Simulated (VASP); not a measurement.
Here is a VASP 6.6.1 calculation.

File INCAR:

```
SYSTEM = LiH
  PREC = Accurate
  ENCUT = 520
  EDIFF = 1E-6
  ISMEAR = -1
  SIGMA = 0.02
  LREAL = .False.
  LASPH = .True.
  NELM = 100
  ALGO = Normal
  ISIF = 2
  LWAVE = .False.
  LCHARG = .True.
  GGA = PE
  LELF = .True.
  LVHAR = .True.
  NBANDS = 12
```

File KPOINTS:

```
regular mesh
0
Gamma
  12 12 6
  0 0 0
```

File POSCAR:

```
LiH
1.0
    3.2548234129      0.0000000001      0.0000000000
   -1.6274117065      2.8187597604      0.0000000000
    0.0000000000      0.0000000000      4.0690682529
Li H
2 2
Direct
    0.3333333333      0.6666666667      0.2500000000
    0.6666666667      0.3333333333      0.7500000000
    0.6666666667      0.3333333333      0.2500000000
    0.3333333333      0.6666666667      0.7500000000
```

Potentials or basis: VASP PAW PBE potentials, release 64 (Li_sv, H).

The run is started by

```console
$ cat potpaw_PBE.64/Li_sv/POTCAR potpaw_PBE.64/H/POTCAR > POTCAR
$ mpirun -np 1 vasp_std > vasp.out
```

(1) Estimate the band gap on the k mesh.

Answers

(1) 1.83 eV (least direct gap 3.07 eV).
